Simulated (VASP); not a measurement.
# SiC in VASP: further runs

SiC is run at these levels: r2SCAN; tasks: single point.

Everything below comes from runs of VASP 6.6.1. Logs are shortened: lines on timing, memory, paths and dates and some standing lists are left out, and cuts for length are marked.

## (1) The cell of the first run

The cell holds a slab with vacuum, 12 atoms: a = 3.075 Å, b = 3.075 Å, c = 28.247 Å, α = 90.00°, β = 90.00°, γ = 120.00°.

## (2) Single point, r2SCAN

Contents of POSCAR:

```
SiC
1.0
    3.0751950084      0.0000000000      0.0000000000
   -1.5375975042      2.6631969989      0.0000000000
    0.0000000000      0.0000000000     28.2474285646
C Si
6 6
Direct
    0.3333333333      0.6666666667      0.2728602322
    0.6666666667      0.3333333333      0.3562192725
    0.3333333333      0.6666666667      0.4441018564
    0.6666666667      0.3333333333      0.5333019765
    0.3333333333      0.6666666667      0.6227453591
    0.6666666667      0.3333333333      0.7128955829
    0.6666666667      0.3333333333      0.2850237657
    0.3333333333      0.6666666667      0.3755735384
    0.6666666667      0.3333333333      0.4651551893
    0.3333333333      0.6666666667      0.5546026693
    0.6666666667      0.3333333333      0.6441090765
    0.3333333333      0.6666666667      0.7334114813
```

Contents of INCAR.step1:

```
SYSTEM = SiC
PREC = Accurate
ENCUT = 520
ISMEAR = 0
SIGMA = 0.05
LREAL = .False.
LASPH = .True.
NELM = 80
LDIPOL = .True.
IDIPOL = 3
DIPOL = 0.5 0.5 0.500
NBANDS = 36
GGA = PE
ALGO = Normal
EDIFF = 1E-4
LWAVE = .True.
LCHARG = .False.
```

Contents of INCAR.step2:

```
SYSTEM = SiC
PREC = Accurate
ENCUT = 520
EDIFF = 1E-6
ISMEAR = 0
SIGMA = 0.05
LREAL = .False.
LASPH = .True.
NELM = 80
ALGO = Normal
ISIF = 2
LWAVE = .False.
LCHARG = .False.
LDIPOL = .True.
IDIPOL = 3
DIPOL = 0.5 0.5 0.500
METAGGA = R2SCAN
LMIXTAU = .True.
NBANDS = 36
ISTART = 1
```

Contents of KPOINTS:

```
regular mesh
0
Gamma
  9 9 1
  0 0 0
```

Potentials or basis: VASP PAW PBE potentials, release 64 (C, Si).

Started as:

```
$ cat potpaw_PBE.64/C/POTCAR potpaw_PBE.64/Si/POTCAR > POTCAR
$ cp INCAR.step1 INCAR
$ mpirun -np 1 vasp_std > vasp.out
$ cp INCAR.step2 INCAR
$ mpirun -np 1 vasp_std > vasp.out
```

OUTCAR:

```text
SYSTEM = SiC
   PREC = Accurate
   ENCUT = 520
   EDIFF = 1E-6
   ISMEAR = 0
   LREAL = .False.
   LASPH = .True.
   NELM = 80
   ISIF = 2
   METAGGA = R2SCAN
   ISTART = 1

 ion  position               nearest neighbor table
   1  0.333  0.667  0.273-   7 1.81   7 1.81   7 1.81
   2  0.667  0.333  0.356-   8 1.86   8 1.86   8 1.86   7 2.01
   3  0.333  0.667  0.444-   9 1.87   9 1.87   9 1.87   8 1.94
   4  0.667  0.333  0.533-  10 1.87  10 1.87  10 1.87   9 1.92
   5  0.333  0.667  0.623-  11 1.88  11 1.88  11 1.88  10 1.92
   6  0.667  0.333  0.713-  12 1.87  12 1.87  12 1.87  11 1.94
   7  0.667  0.333  0.285-   1 1.81   1 1.81   1 1.81   2 2.01   8 3.11   8 3.11   8 3.11
   8  0.333  0.667  0.376-   2 1.86   2 1.86   2 1.86   3 1.94   9 3.09   9 3.09   9 3.09   7 3.11
                             7 3.11   7 3.11
   9  0.667  0.333  0.465-   3 1.87   3 1.87   3 1.87   4 1.92  10 3.09  10 3.09  10 3.09   8 3.09
                             8 3.09   8 3.09
  10  0.333  0.667  0.555-   4 1.87   4 1.87   4 1.87   5 1.92   9 3.09   9 3.09   9 3.09  11 3.09
                            11 3.09  11 3.09
  11  0.667  0.333  0.644-   5 1.88   5 1.88   5 1.88   6 1.94  12 3.08  12 3.08  12 3.08  10 3.09
                            10 3.09  10 3.09
  12  0.333  0.667  0.733-   6 1.87   6 1.87   6 1.87  11 3.08  11 3.08  11 3.08

  LATTYP: Found a hexagonal cell.
 ALAT       =     3.0751950084
 C/A-ratio  =     9.1855731059

  Lattice vectors:

 A1 = (   3.0751950084,   0.0000000000,   0.0000000000)
 A2 = (  -1.5375975042,   2.6631969989,   0.0000000000)
 A3 = (   0.0000000000,   0.0000000000,  28.2474285646)

Analysis of symmetry for initial positions (statically):
=====================================================================
 Subroutine PRICEL returns:
 Original cell was already a primitive cell.

 Routine SETGRP: Setting up the symmetry group for a
 hexagonal supercell.

 Subroutine GETGRP returns: Found  6 space group operations
 (whereof  6 operations were pure point group operations)
 out of a pool of 24 trial point group operations.

The static configuration has the point symmetry C_3v.

Analysis of symmetry for dynamics (positions and initial velocities):
=====================================================================
 Subroutine PRICEL returns:
 Original cell was already a primitive cell.

 Routine SETGRP: Setting up the symmetry group for a
 hexagonal supercell.

 Subroutine GETGRP returns: Found  6 space group operations
 (whereof  6 operations were pure point group operations)
 out of a pool of 24 trial point group operations.

The dynamic configuration has the point symmetry C_3v.

 Subroutine INISYM returns: Found  6 space group operations
 (whereof  6 operations are pure point group operations),
 and found     1 'primitive' translations

----------------------------------------------------------------------------------------

                                     Primitive cell

  volume of cell :     231.3422

  direct lattice vectors                    reciprocal lattice vectors
     3.075195008  0.000000000  0.000000000     0.325182630  0.187744279  0.000000000
    -1.537597504  2.663196999  0.000000000     0.000000000  0.375488558  0.000000000
     0.000000000  0.000000000 28.247428565     0.000000000  0.000000000  0.035401452

  length of vectors
     3.075195008  3.075195008 28.247428565     0.375488558  0.375488558  0.035401452

  position of ions in fractional coordinates (direct lattice)
     0.333333333  0.666666667  0.272860232
     0.666666667  0.333333333  0.356219272
     0.333333333  0.666666667  0.444101856
     0.666666667  0.333333333  0.533301976
     0.333333333  0.666666667  0.622745359
     0.666666667  0.333333333  0.712895583
     0.666666667  0.333333333  0.285023766
     0.333333333  0.666666667  0.375573538
     0.666666667  0.333333333  0.465155189
     0.333333333  0.666666667  0.554602669
     0.666666667  0.333333333  0.644109077
     0.333333333  0.666666667  0.733411481

  ion indices of the primitive-cell ions
   primitive index   ion index
                 1           1
                 2           2
                 3           3
                 4           4
                 5           5
                 6           6
                 7           7
                 8           8
                 9           9
                10          10
                11          11
                12          12

----------------------------------------------------------------------------------------

 KPOINTS: regular mesh

Automatic generation of k-mesh.
 Grid dimensions read from file:
 generate k-points for:    9    9    1

 Generating k-lattice:

  Cartesian coordinates                     Fractional coordinates (reciprocal lattice)
     0.036131403  0.020860475  0.000000000     0.111111111  0.000000000  0.000000000
     0.000000000  0.041720951  0.000000000     0.000000000  0.111111111  0.000000000
     0.000000000  0.000000000  0.035401452     0.000000000  0.000000000  1.000000000

  Length of vectors
     0.041720951  0.041720951  0.035401452

  Shift w.r.t. Gamma in fractional coordinates (k-lattice)
     0.000000000  0.000000000  0.000000000

 Subroutine IBZKPT returns following result:
 ===========================================

 Found     12 irreducible k-points:

 Following reciprocal coordinates:
            Coordinates               Weight
  0.000000  0.000000  0.000000      1.000000
  0.111111  0.000000  0.000000      6.000000
  0.222222  0.000000  0.000000      6.000000
  0.333333  0.000000  0.000000      6.000000
  0.444444  0.000000  0.000000      6.000000
  0.111111  0.111111  0.000000      6.000000
  0.222222  0.111111  0.000000     12.000000
  0.333333  0.111111  0.000000     12.000000
  0.444444  0.111111  0.000000      6.000000
  0.222222  0.222222  0.000000      6.000000
  0.333333  0.222222  0.000000     12.000000
  0.333333  0.333333  0.000000      2.000000
   k-points           NKPTS =     12   k-points in BZ     NKDIM =     12   number of bands    NBANDS=     36
   number of dos      NEDOS =    301   number of ions     NIONS =     12
   total plane-waves  NPLWV = 120960
   dimension x,y,z NGX =    24 NGY =   24 NGZ =  210
   dimension x,y,z NGXF=    48 NGYF=   48 NGZF=  420
   ions per type =               6   6
   NGX,Y,Z   is equivalent  to a cutoff of  12.97, 12.97, 12.36 a.u.
   NGXF,Y,Z  is equivalent  to a cutoff of  25.95, 25.95, 24.72 a.u.
 SYSTEM =  SiC
   PREC   = accura    normal or accurate (medium, high low for compatibility)
   ISTART =      1    job   : 0-new  1-cont  2-samecut
   ICHARG =      0    charge: 1-file 2-atom 10-const
   ISPIN  =      1    spin polarized calculation?
   LNONCOLLINEAR =      F non collinear calculations
   LSORBIT =      F    spin-orbit coupling
   LASPH  =      T    aspherical Exc in radial PAW
   ENCUT  =  520.0 eV  38.22 Ry    6.18 a.u.   5.72  5.72 52.52*2*pi/ulx,y,z
   NELM   =     80;   NELMIN=  2; NELMDL=  0     # of ELM steps
   EDIFF  = 0.1E-05   stopping-criterion for ELM
   LREAL  =      F    real-space projection
   EDIFFG = 0.1E-04   stopping-criterion for IOM
   NSW    =      0    number of steps for IOM
   IBRION =     -1    ionic relax: 0-MD 1-quasi-New 2-CG
   NFREE  =      0    steps in history (QN), initial steepest desc. (CG)
   ISIF   =      2    stress and relaxation
   ISYM   =      2    0-nonsym 1-usesym 2-fastsym
   POTIM  = 0.5000    time-step for ionic-motion
   TEBEG  =    0.0;   TEEND  =   0.0 temperature during run
   PSTRESS=    0.0 pullay stress
   NELECT =      48.0000    total number of electrons
   NUPDOWN=      -1.0000    fix difference up-down
   EMIN   =  10.00;   EMAX   =-10.00  energy-range for DOS
   EFERMI =   0.00;   METHOD = LEGACY
   ISMEAR =     0;   SIGMA  =   0.05  broadening in eV -4-tet -1-fermi 0-gaus
   EFERMI_NEDOS =   21; number of points for ismear=-14 and -15
   IALGO  =     38    algorithm
   IMIX   =      4    mixing-type and parameters
     AMIX     =   0.40;   BMIX     =  1.00
     AMIX_MAG =   1.60;   BMIX_MAG =  1.00
  volume/ion in A,a.u.               =      19.28       130.10
  Fermi-wavevector in a.u.,A,eV,Ry     =   0.969178  1.831481 12.780038  0.939306
  Thomas-Fermi vector in A             =   2.099209
   LORBIT       =      0    0 simple, 1 ext, 2 COOP (PROOUT), +10 PAW based schemes
   METAGGA = R2SCAN    functional components
   LHFCALC =     F    Hartree Fock is set to
   AEXX    =    0.0000 exact exchange contribution
   IVDW    =     0    specifies the selected vdW correction
   LEPSILON=     F    determine dielectric tensor
   LRPA    =     F    only Hartree local field effects (RPA)
 non-spin polarized calculation
 Gauss-broadening in eV      SIGMA  =   0.05
  energy-cutoff  :      520.00
  volume of cell :      231.34
 maximum number of plane-waves:      6252
 NGX is ok and might be reduce to    24
   NGX = 11   NGY = 11   NGZ =105

 dipolmoment           0.000000      0.000000      0.000712 electrons x Angstroem

 number of electron      47.9999997 magnetization

 dipolmoment           0.000000      0.000000     -0.059567 electrons x Angstroem

 Free energy of the ion-electron system (eV)
  ---------------------------------------------------
  ext. energy  EPLUGINS =         0.00000000
  ---------------------------------------------------
  free energy    TOTEN  =      -111.50818558 eV

  energy without entropy =     -111.49253304  energy(sigma->0) =     -111.50035931

 E-fermi :   2.5301     XC(G=0):  -6.9357

 val. band max:        2.5196151332   @ k =   0.3333   0.2222   0.0000
 cond. band min:       2.5394281265   @ k =   0.2222   0.2222   0.0000
 fundamental gap:      0.0198129933
 Fermi energy:         2.5301327660

 k-point     1 :       0.0000    0.0000    0.0000
  band No.  band energies     occupation
      1     -15.0149      2.00000
      2     -14.3685      2.00000
      3     -13.7646      2.00000
      4     -13.0175      2.00000
      5     -12.1665      2.00000
      6     -11.0236      2.00000
[... 28 lines left out ...]
     35       8.8949      0.00000
     36       8.8949      0.00000

 k-point     2 :       0.1111    0.0000    0.0000
  band No.  band energies     occupation
      1     -14.7947      2.00000
      2     -14.1499      2.00000
      3     -13.5490      2.00000
      4     -12.8076      2.00000
      5     -11.9633      2.00000
      6     -10.8235      2.00000
[... 28 lines left out ...]
     35       8.9084      0.00000
     36       9.1775      0.00000

 k-point     3 :       0.2222    0.0000    0.0000
  band No.  band energies     occupation
      1     -14.1472      2.00000
      2     -13.5077      2.00000
      3     -12.9178      2.00000
      4     -12.1969      2.00000
      5     -11.3776      2.00000
      6     -10.2498      2.00000
[... 28 lines left out ...]
     35       9.3530      0.00000
     36       9.5266      0.00000
[... 274 lines left out ...]
 k-point    11 :       0.3333    0.2222    0.0000
  band No.  band energies     occupation
      1     -11.4488      2.00000
      2     -10.9132      2.00000
      3     -10.5217      2.00000
      4     -10.1581      2.00000
      5      -9.6664      2.00000
      6      -8.7004      2.00000
[... 28 lines left out ...]
     35       9.6874      0.00000
     36      10.2518      0.00000

 k-point    12 :       0.3333    0.3333    0.0000
  band No.  band energies     occupation
      1     -10.7333      2.00000
      2     -10.6115      2.00000
      3     -10.2696      2.00000
      4      -9.9242      2.00000
      5      -9.5799      2.00000
      6      -8.6097      2.00000
[... 28 lines left out ...]
     35      10.0857      0.00000
     36      10.6968      0.00000

------------------------ aborting loop because EDIFF is reached ----------------------------------------

 vacuum level on the upper side and lower side of the slab       (xc-potential included)        -0.672         0.626

  FORCE on cell =-STRESS in cart. coord.  units (eV):
  Direction    XX          YY          ZZ          XY          YZ          ZX
  --------------------------------------------------------------------------------------
  -------------------------------------------------------------------------------------
  Total        2.5638603      2.5638603     -0.1220397      0.0000000      0.0000000      0.0000000
  in kB       17.7562013     17.7562013     -0.8451945      0.0000000      0.0000000      0.0000000
  external PRESSURE =      11.5557360 kB  Pullay stress =       0.0000000 kB

 VOLUME and BASIS-vectors are now :
 -----------------------------------------------------------------------------
  energy-cutoff  :      520.00
  volume of cell :      231.34
      direct lattice vectors                 reciprocal lattice vectors
     3.075195008  0.000000000  0.000000000     0.325182630  0.187744279  0.000000000
    -1.537597504  2.663196999  0.000000000     0.000000000  0.375488558  0.000000000
     0.000000000  0.000000000 28.247428565     0.000000000  0.000000000  0.035401452

 POSITION                                       TOTAL-FORCE (eV/Angst)
 -----------------------------------------------------------------------------------
     -0.00000      1.77546      7.70760        -0.000000     -0.000000      0.005372
      1.53760      0.88773     10.06228         0.000000     -0.000000      0.001880
     -0.00000      1.77546     12.54474         0.000000     -0.000000     -0.007046
      1.53760      0.88773     15.06441         0.000000     -0.000000     -0.006345
     -0.00000      1.77546     17.59096         0.000000     -0.000000      0.000700
      1.53760      0.88773     20.13747         0.000000      0.000000      0.016881
      1.53760      0.88773      8.05119        -0.000000      0.000000     -0.006222
     -0.00000      1.77546     10.60899        -0.000000     -0.000000      0.002780
      1.53760      0.88773     13.13944         0.000000     -0.000000      0.009675
     -0.00000      1.77546     15.66610         0.000000     -0.000000      0.007237
      1.53760      0.88773     18.19443        -0.000000      0.000000      0.002502
     -0.00000      1.77546     20.71699         0.000000     -0.000000     -0.027414
 -----------------------------------------------------------------------------------
    total drift:                               -0.000000      0.000000     -0.000753

  FREE ENERGIE OF THE ION-ELECTRON SYSTEM (eV)
  ---------------------------------------------------
  free  energy   TOTEN  =      -111.5081855804 eV

  energy  without entropy=     -111.4925330431  energy(sigma->0) =     -111.50035931

 vacuum level on the upper side and lower side of the slab         6.926         8.246
```

It took 36 min on 1 thread of AMD EPYC 7R43 (Zen 3), shared host; peak memory 0.38 GiB.

What came out:

```
Free energy            : -111.5082 eV
Largest force          : 0.027 eV/Å
Band gap on the k mesh : zero (bands 24 and 25 overlap by 0.35 eV)
```

Forces in eV/Å, atoms in the order of the input:
```
C    0.000  0.000  0.005
C    0.000  0.000  0.002
C    0.000  0.000 -0.007
C    0.000  0.000 -0.006
C    0.000  0.000  0.001
C    0.000  0.000  0.017
Si   0.000  0.000 -0.006
Si   0.000  0.000  0.003
Si   0.000  0.000  0.010
Si   0.000  0.000  0.007
Si   0.000  0.000  0.003
Si   0.000  0.000 -0.027
```

Caveat: the PAW data sets were made with another functional, which shifts forces and pressure a little.

## (3) Single point, r2SCAN

Contents of POSCAR:

```
SiC
1.0
    3.0751950084      0.0000000000      0.0000000000
   -1.5375975042      2.6631969989      0.0000000000
    0.0000000000      0.0000000000     28.2474285646
C Si
6 6
Direct
    0.3333333333      0.6666666667      0.2655108936
    0.6666666667      0.3333333333      0.3548671131
    0.3333333333      0.6666666667      0.4442233326
    0.6666666667      0.3333333333      0.5335795521
    0.3333333333      0.6666666667      0.6229357716
    0.6666666667      0.3333333333      0.7122919910
    0.6666666667      0.3333333333      0.2877080090
    0.3333333333      0.6666666667      0.3770642284
    0.6666666667      0.3333333333      0.4664204479
    0.3333333333      0.6666666667      0.5557766674
    0.6666666667      0.3333333333      0.6451328869
    0.3333333333      0.6666666667      0.7344891064
```

Contents of INCAR.step1:

```
PREC = Accurate
ENCUT = 520
ISMEAR = 0
SIGMA = 0.05
LREAL = F
LASPH = T
NELM = 100
NBANDS = 36
GGA = PE
ALGO = Normal
EDIFF = 1E-4
LWAVE = T
LCHARG = F
```

Contents of INCAR.step2:

```
PREC = Accurate
ENCUT = 520
EDIFF = 1E-6
ISMEAR = 0
SIGMA = 0.05
LREAL = F
LASPH = T
NELM = 100
ALGO = Normal
ISIF = 2
LWAVE = F
LCHARG = T
METAGGA = R2SCAN
LMIXTAU = T
LELF = T
LVHAR = T
NBANDS = 36
ISTART = 1
```

Contents of KPOINTS:

```
Automatic mesh
0
Gamma
  9 9 1
```

Potentials or basis: VASP PAW PBE potentials, release 64 (C, Si).

Started as:

```
$ cat potpaw_PBE.64/C/POTCAR potpaw_PBE.64/Si/POTCAR > POTCAR
$ cp INCAR.step1 INCAR
$ mpirun -np 1 vasp_std > vasp.out
$ cp INCAR.step2 INCAR
$ mpirun -np 1 vasp_std > vasp.out
```

Run time: 28 min. Hardware: 1 thread of AMD EPYC 7R43 (Zen 3), shared host; peak memory 0.38 GiB.

It converged, with:

```
Free energy            : -111.1063 eV
Largest force          : 2.893 eV/Å
Band gap on the k mesh : zero (bands 24 and 25 overlap by 0.32 eV)
```

Forces in eV/Å, atoms in the order of the input:
```
C    0.000  0.000  2.531
C    0.000  0.000  0.769
C    0.000  0.000  0.377
C    0.000  0.000  0.312
C    0.000  0.000  0.292
C    0.000  0.000  0.655
Si   0.000  0.000 -2.893
Si   0.000  0.000 -0.553
Si   0.000  0.000 -0.375
Si   0.000  0.000 -0.321
Si   0.000  0.000 -0.471
Si   0.000  0.000 -0.323
```

Levels at points of the mesh, in eV from the Fermi level:
```
           k point  band 20  band 21  band 22  band 23  band 24  band 25  band 26  band 27  band 28  band 29
(0.00, 0.00, 0.00)    -1.03    -1.03    -0.37     0.02     0.11     0.11     4.32     4.89     5.03     5.51
```

Caveat: the PAW data sets were made with another functional, which shifts forces and pressure a little.
